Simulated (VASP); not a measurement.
Runs of VASP 6.6.1 on C. The structure is that of space group Fd-3m (No. 227), or close to it. The cells are those of the table. 

| cell | gap on the mesh (eV) | pressure (GPa) |
| --- | --- | --- |
| a = 2.495 Å, angles 60.0, 60.0, 90.0°, 2 atoms | 4.12 | (a) |
| a = 2.506 Å, angles 60.0, 60.0, 90.0°, 2 atoms | 4.09 | 4.2 |
| a = 2.500 Å, angles 60.0, 60.0, 90.0°, 2 atoms | (b) | 7.2 |
| a = 2.517 Å, angles 60.0, 60.0, 90.0°, 2 atoms | (c) | -1.9 |

Alike in all rows: task single point; level PBEsol; potentials or basis VASP PAW PBE potentials, release 64 (C_h); no spin polarisation; k mesh 12 × 12 × 12; cutoff (eV) 1300; smearing gaussian 0.01 eV.

Estimate the missing entries.

(a) 10.2; (b) 4.10; (c) 4.05.

Caveats: the PAW data sets were made with another functional, which shifts forces and pressure a little; the cell stands under pressure (at least some runs).

A k mesh can miss the band edges.
